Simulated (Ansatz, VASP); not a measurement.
# MnO: VASP beside Ansatz

File INCAR:

```
  PREC = Accurate
  ENCUT = 600
  EDIFF = 1E-6
  ISMEAR = 0
  SIGMA = 0.1
  LREAL = False
  LASPH = True
  NELM = 150
  ALGO = Normal
  ISIF = 3
  LWAVE = False
  LCHARG = False
  ISPIN = 2
  MAGMOM = 4.42 0.22
  LORBIT = 11
  LMAXMIX = 4
  GGA = PS
  IBRION = 2
  NSW = 80
  EDIFFG = -0.05
```

KPOINTS

```
regular mesh
0
Gamma
  8 8 8
```

File POSCAR:

```
MnO
1.0
    0.0000000000      2.4379458194      2.4379458194
    2.4379458194      0.0000000000      2.4379458194
    2.4379458194      2.4379458194      0.0000000000
Mn O
1 1
Direct
    0.0000000000      0.0000000000      0.0000000000
    0.7500000000      0.7500000000      0.7500000000
```

Input for Ansatz:

```yaml
crystal:
  lattice:
    - [0.0, 2.4379458194, 2.4379458194]
    - [2.4379458194, 0.0, 2.4379458194]
    - [2.4379458194, 2.4379458194, 0.0]
  atoms:
    - { symbol: Mn, position: [0.0, 0.0, 0.0], spin: 4.42 }
    - { symbol: O, position: [0.75, 0.75, 0.75], spin: 0.22 }
basis:
  ecutwfc: 420
kpoints:
  mp_grid: { grid: [8, 8, 8] }
hamiltonian:
  xc: pbesol
scf:
  occupations: { method: gaussian, width: 0.1 }
output:
  forces: true
  stress: true
  eigenvalues: true
  populations: true
magnetization:
  spin_polarized: true
relax:
  adjacent_minimum: "off"
  f_tol: 0.05
  max_steps: 60
  cell: { stress_tol: 0.5 }
```

Alike in both runs: task relaxation of cell and atoms; functional PBEsol; k mesh 8 × 8 × 8; occupations gaussian, width 0.1 eV; collinear spin.

|  | VASP | Ansatz |
| --- | --- | --- |
| version | VASP 6.6.1 | Ansatz 0.2.0 |
| potentials or method | VASP PAW PBE potentials, release 64 (Mn_pv, O), cutoff 600 eV | scalar-relativistic, plane waves, PAW |
| valence electrons in the cell | 19 | 21 |

|  | VASP | Ansatz | Ansatz less VASP |
| --- | --- | --- | --- |
| gap on the k mesh at the Fermi level, each at its own relaxed structure (eV) | none | none | - |
| net moment per atom (μB) | 2.44 | 2.45 | +0.004 |
| size of the moment on the site where the two differ most (μB) | 4.33 | 3.86 | -0.469 |
| relaxed volume (Å³/atom) | 13.11 | 13.15 | +0.034 |
| relaxed cell length with the largest relative difference (Å) | 3.335 | 3.338 | +0.0029 |

VASP's potentials were made for PBE, not for PBEsol. Site moments also hang on the region over which each program counts them. A gap of «none» marks a metal or a gap that the smearing closes. VASP's potentials hold 19 valence electrons a cell and Ansatz's 21, so a difference there can come from the potentials and not from the codes.
